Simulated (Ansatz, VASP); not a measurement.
**Mg2ZnS3 in VASP and in Ansatz**

```xyz
6
Lattice="-1.9819 1.9819 8.4381 1.9819 -1.9819 8.4381 1.9819 1.9819 -8.4381" Properties=species:S:1:pos:R:3 pbc="T T T"
Mg    0.0000    0.0000   14.1104
Mg    0.0000    0.0000    2.7658
Zn    0.0000    0.0000    8.4381
S     1.9819    0.0000    7.1207
S     1.9819    0.0000    1.3174
S     0.0000    1.9819    4.2190
```

Alike in both runs: functional PBE; k mesh 8 × 8 × 8; occupations gaussian, width 0.02 eV; no spin polarisation.

Ansatz relaxed the structure, and its values are those at the end. VASP's run is a single point on that final structure, the one shown.

|  | VASP | Ansatz |
| --- | --- | --- |
| version | VASP 6.6.1 | Ansatz 0.2.0 |
| potentials or method | VASP PAW PBE potentials, release 64 (Mg, Zn, S), cutoff 520 eV | scalar-relativistic, plane waves, PAW |
| valence electrons in the cell | 34 | 50 |

Ansatz gave:

* gap on the k mesh at the Fermi level (eV): 2.78
* least direct gap on the mesh (eV): 2.78
* pressure (GPa): 0.0
* rms of the force components (eV/Å): 0.000

Question: What did VASP give for the same quantities?

Answer: gap on the k mesh at the Fermi level (eV): 2.78; least direct gap on the mesh (eV): 2.78; pressure (GPa): 0.0; rms of the force components (eV/Å): 0.008.

With one functional, cell and mesh, what is left measures potentials, basis and numerics. VASP's potentials hold 34 valence electrons a cell and Ansatz's 50, so a difference there can come from the potentials and not from the codes.
